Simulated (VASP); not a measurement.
# SrMg in VASP: notebook

SrMg is run at these levels: r2SCAN; tasks: single point.

All numbers are computed with VASP 6.6.1; they aren't measurements. Logs are shortened: lines on timing, memory, paths and dates and some standing lists are left out, and cuts for length are marked.

### 1 The cell of the first run

The cell holds a slab with vacuum, 4 atoms: a = 5.589 Å, b = 4.052 Å, c = 18.678 Å, α = 90.00°, β = 90.00°, γ = 90.00°.

### 2 Single point, r2SCAN

Input file POSCAR:

```
SrMg
1.0
    5.5893800000      0.0000000000      0.0000000000
    0.0000000000      4.0516743400      0.0000000000
    0.0000000000      0.0000000000     18.6784705216
Sr Mg
2 2
Direct
    0.0000000000      0.0000000000      0.3747630188
    0.0000000000      0.5000000000      0.5626184910
    0.5000000000      0.5000000050      0.4373815090
    0.5000000000      0.0000000050      0.6252369812
```

Input file INCAR.step1:

```
SYSTEM = SrMg
PREC     = Accurate       ! precision mode
ENCUT    = 520            ! plane-wave cutoff, eV
ISMEAR   = -1             ! smearing method
SIGMA    = 0.1            ! smearing width, eV
LREAL    = .FALSE.        ! projectors in reciprocal space
LASPH    = .TRUE.         ! aspherical terms in the spheres
NELM     = 60             ! most SCF steps
LDIPOL   = .TRUE.       
IDIPOL   = 3            
DIPOL    = 0.5 0.5 0.500
EFIELD   = 0.1          
NBANDS   = 20             ! bands
GGA      = PE             ! functional
ALGO     = Normal         ! electronic algorithm
EDIFF    = 1E-4           ! SCF threshold, eV
LWAVE    = .TRUE.         ! write WAVECAR
LCHARG   = .FALSE.        ! write CHGCAR
```

Input file INCAR.step2:

```
SYSTEM = SrMg
PREC     = Accurate       ! precision mode
ENCUT    = 520            ! plane-wave cutoff, eV
EDIFF    = 1E-7           ! SCF threshold, eV
ISMEAR   = -1             ! smearing method
SIGMA    = 0.1            ! smearing width, eV
LREAL    = .FALSE.        ! projectors in reciprocal space
LASPH    = .TRUE.         ! aspherical terms in the spheres
NELM     = 60             ! most SCF steps
ALGO     = Normal         ! electronic algorithm
ISIF     = 2              ! what is computed and relaxed
LWAVE    = .FALSE.        ! write WAVECAR
LCHARG   = .FALSE.        ! write CHGCAR
LDIPOL   = .TRUE.       
IDIPOL   = 3            
DIPOL    = 0.5 0.5 0.500
METAGGA  = R2SCAN         ! meta-GGA
LMIXTAU  = .TRUE.       
EFIELD   = 0.1          
NBANDS   = 20             ! bands
ISTART   = 1
```

Input file KPOINTS:

```
regular mesh
0
G
  3 4 1
  0 0 0
```

Potentials or basis: VASP PAW PBE potentials, release 64 (Sr_sv, Mg).

Command:

```console
$ cat potpaw_PBE.64/Sr_sv/POTCAR potpaw_PBE.64/Mg/POTCAR > POTCAR
$ cp INCAR.step1 INCAR
$ mpirun -np 1 vasp_std > vasp.out
$ cp INCAR.step2 INCAR
$ mpirun -np 1 vasp_std > vasp.out
```

OUTCAR:

```text
SYSTEM = SrMg
   PREC = Accurate
   ENCUT = 520
   EDIFF = 1E-7
   ISMEAR = -1
   LREAL = .FALSE.
   LASPH = .TRUE.
   NELM = 60
   ISIF = 2
   METAGGA = R2SCAN
   ISTART = 1

 ion  position               nearest neighbor table
   1  0.000  0.000  0.375-   3 3.64   3 3.64   3 3.64   3 3.64   2 4.05   2 4.05
   2  0.000  0.500  0.563-   4 3.64   4 3.64   3 3.64   3 3.64   4 3.64   4 3.64   1 4.05   1 4.05

   3  0.500  0.500  0.437-   1 3.64   1 3.64   2 3.64   2 3.64   1 3.64   1 3.64
   4  0.500  0.000  0.625-   2 3.64   2 3.64   2 3.64   2 3.64

  LATTYP: Found a simple orthorhombic cell.
 ALAT       =     4.0516743400
 B/A-ratio  =     1.3795235083
 C/A-ratio  =     4.6100621507

  Lattice vectors:

 A1 = (   0.0000000000,  -4.0516743400,   0.0000000000)
 A2 = (   5.5893800000,   0.0000000000,   0.0000000000)
 A3 = (   0.0000000000,   0.0000000000,  18.6784705216)

Analysis of symmetry for initial positions (statically):
=====================================================================
 Subroutine PRICEL returns:
 Original cell was already a primitive cell.

 Routine SETGRP: Setting up the symmetry group for a
 simple orthorhombic supercell.

 Subroutine GETGRP returns: Found  4 space group operations
 (whereof  4 operations were pure point group operations)
 out of a pool of  8 trial point group operations.

The static configuration has the point symmetry C_2v.

Analysis of symmetry for dynamics (positions and initial velocities):
=====================================================================
 An external electric field (EFIELD) may reduce the allowed symmetry operations
 Subroutine PRICEL returns:
 Original cell was already a primitive cell.

 Routine SETGRP: Setting up the symmetry group for a
 simple orthorhombic supercell.

 Subroutine GETGRP returns: Found  4 space group operations
 (whereof  4 operations were pure point group operations)
 out of a pool of  8 trial point group operations.

The dynamic configuration has the point symmetry C_2v.

 Subroutine INISYM returns: Found  4 space group operations
 (whereof  4 operations are pure point group operations),
 and found     1 'primitive' translations

----------------------------------------------------------------------------------------

                                     Primitive cell

  volume of cell :     422.9991

  direct lattice vectors                    reciprocal lattice vectors
     5.589380000  0.000000000  0.000000000     0.178910720  0.000000000  0.000000000
     0.000000000  4.051674340  0.000000000     0.000000000  0.246811544  0.000000000
     0.000000000  0.000000000 18.678470522     0.000000000  0.000000000  0.053537574

  length of vectors
     5.589380000  4.051674340 18.678470522     0.178910720  0.246811544  0.053537574

  position of ions in fractional coordinates (direct lattice)
     0.000000000  0.000000000  0.374763019
     0.000000000  0.500000000  0.562618491
     0.500000000  0.500000005  0.437381509
     0.500000000  0.000000005  0.625236981

  ion indices of the primitive-cell ions
   primitive index   ion index
                 1           1
                 2           2
                 3           3
                 4           4

----------------------------------------------------------------------------------------

 KPOINTS: regular mesh

Automatic generation of k-mesh.
 Grid dimensions read from file:
 generate k-points for:    3    4    1

 Generating k-lattice:

  Cartesian coordinates                     Fractional coordinates (reciprocal lattice)
     0.059636907  0.000000000  0.000000000     0.333333333  0.000000000  0.000000000
     0.000000000  0.061702886  0.000000000     0.000000000  0.250000000  0.000000000
     0.000000000  0.000000000  0.053537574     0.000000000  0.000000000  1.000000000

  Length of vectors
     0.059636907  0.061702886  0.053537574

  Shift w.r.t. Gamma in fractional coordinates (k-lattice)
     0.000000000  0.000000000  0.000000000

 Subroutine IBZKPT returns following result:
 ===========================================

 Found      6 irreducible k-points:

 Following reciprocal coordinates:
            Coordinates               Weight
  0.000000  0.000000  0.000000      1.000000
  0.333333  0.000000  0.000000      2.000000
  0.000000  0.250000  0.000000      2.000000
  0.333333  0.250000  0.000000      4.000000
  0.000000  0.500000  0.000000      1.000000
  0.333333  0.500000  0.000000      2.000000
   k-points           NKPTS =      6   k-points in BZ     NKDIM =      6   number of bands    NBANDS=     20
   number of dos      NEDOS =    301   number of ions     NIONS =      4
   total plane-waves  NPLWV = 176400
   dimension x,y,z NGX =    42 NGY =   30 NGZ =  140
   dimension x,y,z NGXF=    84 NGYF=   60 NGZF=  280
   ions per type =               2   2
   NGX,Y,Z   is equivalent  to a cutoff of  12.49, 12.31, 12.46 a.u.
   NGXF,Y,Z  is equivalent  to a cutoff of  24.98, 24.62, 24.92 a.u.
 SYSTEM =  SrMg
   PREC   = accura    normal or accurate (medium, high low for compatibility)
   ISTART =      1    job   : 0-new  1-cont  2-samecut
   ICHARG =      0    charge: 1-file 2-atom 10-const
   ISPIN  =      1    spin polarized calculation?
   LNONCOLLINEAR =      F non collinear calculations
   LSORBIT =      F    spin-orbit coupling
   LASPH  =      T    aspherical Exc in radial PAW
   ENCUT  =  520.0 eV  38.22 Ry    6.18 a.u.  10.39  7.53 34.73*2*pi/ulx,y,z
   NELM   =     60;   NELMIN=  2; NELMDL=  0     # of ELM steps
   EDIFF  = 0.1E-06   stopping-criterion for ELM
   LREAL  =      F    real-space projection
   EDIFFG = 0.1E-05   stopping-criterion for IOM
   NSW    =      0    number of steps for IOM
   IBRION =     -1    ionic relax: 0-MD 1-quasi-New 2-CG
   NFREE  =      0    steps in history (QN), initial steepest desc. (CG)
   ISIF   =      2    stress and relaxation
   ISYM   =      2    0-nonsym 1-usesym 2-fastsym
   POTIM  = 0.5000    time-step for ionic-motion
   TEBEG  =    0.0;   TEEND  =   0.0 temperature during run
   PSTRESS=    0.0 pullay stress
   NELECT =      24.0000    total number of electrons
   NUPDOWN=      -1.0000    fix difference up-down
   EMIN   =  10.00;   EMAX   =-10.00  energy-range for DOS
   EFERMI =   0.00;   METHOD = LEGACY
   ISMEAR =    -1;   SIGMA  =   0.10  broadening in eV -4-tet -1-fermi 0-gaus
   EFERMI_NEDOS =   21; number of points for ismear=-14 and -15
   IALGO  =     38    algorithm
   IMIX   =      4    mixing-type and parameters
     AMIX     =   0.40;   BMIX     =  1.00
     AMIX_MAG =   1.60;   BMIX_MAG =  1.00
  volume/ion in A,a.u.               =     105.75       713.63
  Fermi-wavevector in a.u.,A,eV,Ry     =   0.629070  1.188769  5.384215  0.395729
  Thomas-Fermi vector in A             =   1.691232
   LORBIT       =      0    0 simple, 1 ext, 2 COOP (PROOUT), +10 PAW based schemes
   METAGGA = R2SCAN    functional components
   LHFCALC =     F    Hartree Fock is set to
   AEXX    =    0.0000 exact exchange contribution
   IVDW    =     0    specifies the selected vdW correction
   LEPSILON=     F    determine dielectric tensor
   LRPA    =     F    only Hartree local field effects (RPA)
 non-spin polarized calculation
  energy-cutoff  :      520.00
  volume of cell :      423.00
 maximum number of plane-waves:     11415
 NGX is ok and might be reduce to    42
   NGX = 21   NGY = 15   NGZ = 69

 number of electron      24.0000000 magnetization

 dipolmoment           0.000000      0.000000      0.238008 electrons x Angstroem

 Free energy of the ion-electron system (eV)
  ---------------------------------------------------
  ext. energy  EPLUGINS =         0.00000000
  ---------------------------------------------------
  free energy    TOTEN  =       -36.72744091 eV

  energy without entropy =      -36.57052172  energy(sigma->0) =      -36.64898132

 E-fermi :  -1.2136     XC(G=0):  -3.8733

 val. band max:       -1.2601929233   @ k =   0.3333   0.5000   0.0000
 cond. band min:      -1.1328862102   @ k =   0.0000   0.0000   0.0000
 fundamental gap:      0.1273067130
 Fermi energy:        -1.2136342156

 k-point     1 :       0.0000    0.0000    0.0000
  band No.  band energies     occupation
      1     -39.4674      2.00000
      2     -39.0590      2.00000
      3     -20.9305      2.00000
      4     -20.8094      2.00000
      5     -20.6748      2.00000
      6     -20.4404      2.00000
[... 12 lines left out ...]
     19       1.8589      0.00000
     20       1.9992      0.00000

 k-point     2 :       0.3333    0.0000    0.0000
  band No.  band energies     occupation
      1     -39.4674      2.00000
      2     -39.0590      2.00000
      3     -20.9300      2.00000
      4     -20.8146      2.00000
      5     -20.6746      2.00000
      6     -20.4399      2.00000
[... 12 lines left out ...]
     19       1.9032      0.00000
     20       2.0117      0.00000

 k-point     3 :       0.0000    0.2500    0.0000
  band No.  band energies     occupation
      1     -39.4623      2.00000
      2     -39.0539      2.00000
      3     -20.9186      2.00000
      4     -20.7992      2.00000
      5     -20.7696      2.00000
      6     -20.4528      2.00000
[... 12 lines left out ...]
     19       1.3177      0.00000
     20       1.9009      0.00000

 k-point     4 :       0.3333    0.2500    0.0000
  band No.  band energies     occupation
      1     -39.4623      2.00000
      2     -39.0538      2.00000
      3     -20.9182      2.00000
      4     -20.8038      2.00000
      5     -20.7691      2.00000
      6     -20.4522      2.00000
[... 12 lines left out ...]
     19       1.3870      0.00000
     20       1.9382      0.00000

 k-point     5 :       0.0000    0.5000    0.0000
  band No.  band energies     occupation
      1     -39.4572      2.00000
      2     -39.0488      2.00000
      3     -20.9075      2.00000
      4     -20.8609      2.00000
      5     -20.7889      2.00000
      6     -20.5408      2.00000
[... 12 lines left out ...]
     19       1.7673      0.00000
     20       1.8250      0.00000

 k-point     6 :       0.3333    0.5000    0.0000
  band No.  band energies     occupation
      1     -39.4571      2.00000
      2     -39.0487      2.00000
      3     -20.9071      2.00000
      4     -20.8602      2.00000
      5     -20.7931      2.00000
      6     -20.5400      2.00000
[... 12 lines left out ...]
     19       1.5963      0.00000
     20       1.8308      0.00000

------------------------ aborting loop because EDIFF is reached ----------------------------------------

 vacuum level on the upper side and lower side of the slab       (xc-potential included)        -0.278        -0.059

  FORCE on cell =-STRESS in cart. coord.  units (eV):
  Direction    XX          YY          ZZ          XY          YZ          ZX
  --------------------------------------------------------------------------------------
  -------------------------------------------------------------------------------------
  Total       -1.3126520     -0.4759450      0.9812436      0.0000000      0.0000000      0.0000000
  in kB       -4.9718809     -1.8027185      3.7166182      0.0000000      0.0000000      0.0000000
  external PRESSURE =      -1.0193271 kB  Pullay stress =       0.0000000 kB

 VOLUME and BASIS-vectors are now :
 -----------------------------------------------------------------------------
  energy-cutoff  :      520.00
  volume of cell :      423.00
      direct lattice vectors                 reciprocal lattice vectors
     5.589380000  0.000000000  0.000000000     0.178910720  0.000000000  0.000000000
     0.000000000  4.051674340  0.000000000     0.000000000  0.246811544  0.000000000
     0.000000000  0.000000000 18.678470522     0.000000000  0.000000000  0.053537574

 POSITION                                       TOTAL-FORCE (eV/Angst)
 -----------------------------------------------------------------------------------
      0.00000      0.00000      7.00000         0.000000      0.000000     -0.365912
      0.00000      2.02584     10.50885         0.000000      0.000000      0.383291
      2.79469      2.02584      8.16962         0.000000      0.000000      0.074252
      2.79469      0.00000     11.67847         0.000000      0.000000     -0.091631
 -----------------------------------------------------------------------------------
    total drift:                               -0.000000      0.000000     -0.000862

  FREE ENERGIE OF THE ION-ELECTRON SYSTEM (eV)
  ---------------------------------------------------
  free  energy   TOTEN  =       -36.7274409130 eV

  energy  without entropy=      -36.5705217176  energy(sigma->0) =      -36.64898132

 vacuum level on the upper side and lower side of the slab         1.695         1.738
```

It took 3.6 min on 1 thread of Intel Xeon 6975P-C (Granite Rapids), shared host; peak memory 0.47 GiB.

Results:

```
Free energy            : -36.7274 eV
Largest force          : 0.383 eV/Å
Band gap on the k mesh : zero (bands 12 and 13 overlap by 0.43 eV)
```

Forces on the atoms (eV/Å):
```
Sr   0.000  0.000 -0.366
Sr   0.000  0.000  0.383
Mg   0.000  0.000  0.074
Mg   0.000  0.000 -0.092
```

Levels at points of the mesh, in eV from the Fermi level:
| k point | band 9 | band 10 | band 11 | band 12 | band 13 | band 14 | band 15 | band 16 |
| --- | --- | --- | --- | --- | --- | --- | --- | --- |
| (0.00, 0.00, 0.00) | -4.54 | -3.11 | -0.74 | 0.08 | 0.24 | 0.73 | 0.86 | 1.24 |
| (0.00, 0.50, 0.00) | -2.26 | -1.88 | -0.90 | -0.50 | 0.44 | 0.66 | 0.72 | 0.98 |

Caveat: the k points lie up to 0.39 Å⁻¹ apart; the PAW data sets were made with another functional, which shifts forces and pressure a little.

### 3 Single point, r2SCAN

POSCAR is that of step 2.

Input file INCAR.step1:

```
ALGO = Normal ; DIPOL = 0.5 0.5 0.500
EDIFF = 1E-4 ; EFIELD = 0.05
ENCUT = 520 ; GGA = PE
IDIPOL = 3 ; ISMEAR = -1
LASPH = True ; LCHARG = False
LDIPOL = True ; LREAL = False
LWAVE = True ; NBANDS = 20
NELM = 100 ; PREC = Accurate
SIGMA = 0.1
```

Input file INCAR.step2:

```
ALGO = Normal ; DIPOL = 0.5 0.5 0.500
EDIFF = 1E-6 ; EFIELD = 0.05
ENCUT = 520 ; IDIPOL = 3
ISIF = 2 ; ISMEAR = -1
ISTART = 1 ; LASPH = True
LCHARG = True ; LDIPOL = True
LELF = True ; LMIXTAU = True
LREAL = False ; LVACPOTAV = True
LVHAR = True ; LWAVE = False
METAGGA = R2SCAN ; NBANDS = 20
NELM = 100 ; PREC = Accurate
SIGMA = 0.1
```

Input file KPOINTS:

```
k-points
0
Gamma
  3 4 1
```

Potentials or basis: VASP PAW PBE potentials, release 64 (Sr_sv, Mg).

Command:

```console
$ cat potpaw_PBE.64/Sr_sv/POTCAR potpaw_PBE.64/Mg/POTCAR > POTCAR
$ cp INCAR.step1 INCAR
$ mpirun -np 1 vasp_std > vasp.out
$ cp INCAR.step2 INCAR
$ mpirun -np 1 vasp_std > vasp.out
```

Wall time 3.4 min (1 thread of Intel Xeon 6975P-C (Granite Rapids), shared host); peak memory 0.48 GiB.

The run converged. Its results:

* Free energy: -36.7169 eV
* Largest force: 0.384 eV/Å
* Band gap on the k mesh: zero (bands 12 and 13 overlap by 0.43 eV)

Forces on the atoms (eV/Å):
```
Sr   0.000  0.000 -0.363
Sr   0.000  0.000  0.384
Mg   0.000  0.000  0.071
Mg   0.000  0.000 -0.093
```

Levels at points of the mesh, in eV from the Fermi level:
| k point | band 9 | band 10 | band 11 | band 12 | band 13 | band 14 | band 15 | band 16 |
| --- | --- | --- | --- | --- | --- | --- | --- | --- |
| (0.00, 0.00, 0.00) | -4.54 | -3.11 | -0.74 | 0.08 | 0.24 | 0.72 | 0.86 | 1.24 |
| (0.00, 0.50, 0.00) | -2.26 | -1.88 | -0.90 | -0.50 | 0.44 | 0.66 | 0.72 | 0.98 |

Caveat: the k points lie up to 0.39 Å⁻¹ apart; the PAW data sets were made with another functional, which shifts forces and pressure a little.

### 4 Single point, r2SCAN

POSCAR is that of step 3.

Input file INCAR.step1:

```
ALGO = Normal
DIPOL = 0.5 0.5 0.500
EDIFF = 1E-4
ENCUT = 520
GGA = PE
IDIPOL = 3
ISMEAR = -1
LASPH = T
LCHARG = F
LDIPOL = T
LREAL = F
LWAVE = T
NBANDS = 20
NELM = 80
PREC = Accurate
SIGMA = 0.1
```

Input file INCAR.step2:

```
ALGO = Normal
DIPOL = 0.5 0.5 0.500
EDIFF = 1E-7
ENCUT = 520
IDIPOL = 3
ISIF = 2
ISMEAR = -1
ISTART = 1
LASPH = T
LCHARG = F
LDIPOL = T
LMIXTAU = T
LREAL = F
LWAVE = F
METAGGA = R2SCAN
NBANDS = 20
NELM = 80
PREC = Accurate
SIGMA = 0.1
```

KPOINTS is that of step 3.

Command:

```console
$ cat potpaw_PBE.64/Sr_sv/POTCAR potpaw_PBE.64/Mg/POTCAR > POTCAR
$ cp INCAR.step1 INCAR
$ mpirun -np 1 vasp_std > vasp.out
$ cp INCAR.step2 INCAR
$ mpirun -np 1 vasp_std > vasp.out
```

Run time: 4.4 min. Hardware: 1 thread of Intel Xeon 6975P-C (Granite Rapids), shared host; peak memory 0.47 GiB.

The run converged. Its results:

```yaml
Free_energy: -36.7093 eV
Largest_force: 0.386 eV/Å
Band_gap_on_the_k_mesh: zero (bands 12 and 13 overlap by 0.43 eV)
```

Forces in eV/Å, atoms in the order of the input:
```
Sr   0.000  0.000 -0.366
Sr   0.000  0.000  0.386
Mg   0.000  0.000  0.071
Mg   0.000  0.000 -0.091
```

Levels at points of the mesh, in eV from the Fermi level:
```csv
k point,band 10,band 11,band 12,band 13,band 14,band 15
"(0.00, 0.00, 0.00)",-3.11,-0.74,0.08,0.24,0.71,0.85
"(0.00, 0.50, 0.00)",-1.88,-0.90,-0.50,0.44,0.66,0.71
```

Caveat: the k points lie up to 0.39 Å⁻¹ apart; the PAW data sets were made with another functional, which shifts forces and pressure a little.

### 5 Overview

| electric field (eV/Å) | gap on the mesh (eV) | largest force (eV/Å) |
| --- | --- | --- |
| 0.1 eV/Å | none | 0.38 |
| 0.05 eV/Å | none | 0.38 |
| - | none | 0.39 |

Alike in all rows: task single point; level r2SCAN; potentials or basis VASP PAW PBE potentials, release 64 (Sr_sv, Mg); no spin polarisation; cell as given; k mesh 3 × 4 × 1; cutoff (eV) 520; smearing fermi-dirac 0.1 eV.

Caveats: all runs use coarse meshes; the PAW data sets were made with another functional, which shifts forces and pressure a little.

Absolute energies hang on the potentials; compare differences alone.
